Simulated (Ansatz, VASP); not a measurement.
Si: VASP beside Ansatz

INCAR

```
PREC = Accurate ; ENCUT = 520
EDIFF = 1E-6 ; ISMEAR = 0
SIGMA = 0.02 ; LREAL = F
LASPH = T ; NELM = 60
ALGO = Normal ; ISIF = 2
LWAVE = F ; LCHARG = T
LELF = T ; LVHAR = T
NBANDS = 16
```

File KPOINTS:

```
Automatic mesh
0
Gamma
  12 12 6
```

File POSCAR:

```
Si
1.0
    3.8019755313      0.0000000000      0.0000000000
   -1.9009877657      3.2926073947      0.0000000000
    0.3773472020      0.0000000000      6.2891200333
Si
4
Direct
    0.3294066397      0.6669103068      0.0633000898
    0.6624963329      0.3330896932      0.5633000898
    0.3375036671      0.6669103068      0.4366999102
    0.6705933603      0.3330896932      0.9366999102
```

Input for Ansatz:

```yaml
crystal:
  lattice:
    - [3.8019755313, 0.0, 0.0]
    - [-1.9009877657, 3.2926073947, 0.0]
    - [0.377347202, 0.0, 6.2891200333]
  atoms:
    - { symbol: Si, position: [0.3294066397, 0.6669103068, 0.0633000898] }
    - { symbol: Si, position: [0.6624963329, 0.3330896932, 0.5633000898] }
    - { symbol: Si, position: [0.3375036671, 0.6669103068, 0.4366999102] }
    - { symbol: Si, position: [0.6705933603, 0.3330896932, 0.9366999102] }
basis:
  ecutwfc: 420
kpoints:
  mp_grid: { grid: [12, 12, 6] }
  band_path: { path: [VBM, CBM], npoints: 2 }
hamiltonian:
  xc: lda
scf:
  occupations: { method: gaussian, width: 0.02 }
output:
  forces: true
  stress: true
  eigenvalues: true
checkpoint:
  read: start.run
  write: ck
  compress: false
  write_wavefunctions: false
  write_every: 100000
```

Alike in both runs: task single point; functional LDA; k mesh 12 × 12 × 6; occupations gaussian, width 0.02 eV; no spin polarisation.

|  | VASP | Ansatz |
| --- | --- | --- |
| version | VASP 6.6.1 | Ansatz 0.2.0 |
| potentials or method | VASP PAW LDA potentials, release 64 (Si), cutoff 520 eV | scalar-relativistic, plane waves, PAW |
| valence electrons in the cell | 16 | 16 |

Ansatz gave:

- gap on the k mesh at the Fermi level (eV): 0.15
- least direct gap on the mesh (eV): 0.88
- pressure (GPa): -0.1
- traceless stress, the component that is largest in VASP (GPa): -2.89

**Question.** Estimate VASP's values.

**Answer.** gap on the k mesh at the Fermi level (eV): 0.14; least direct gap on the mesh (eV): 0.89; pressure (GPa): -0.1; traceless stress, the component that is largest in VASP (GPa): -2.89.

LDA's correlation is that of Perdew and Zunger in VASP and of Perdew and Wang (1992) in Ansatz.
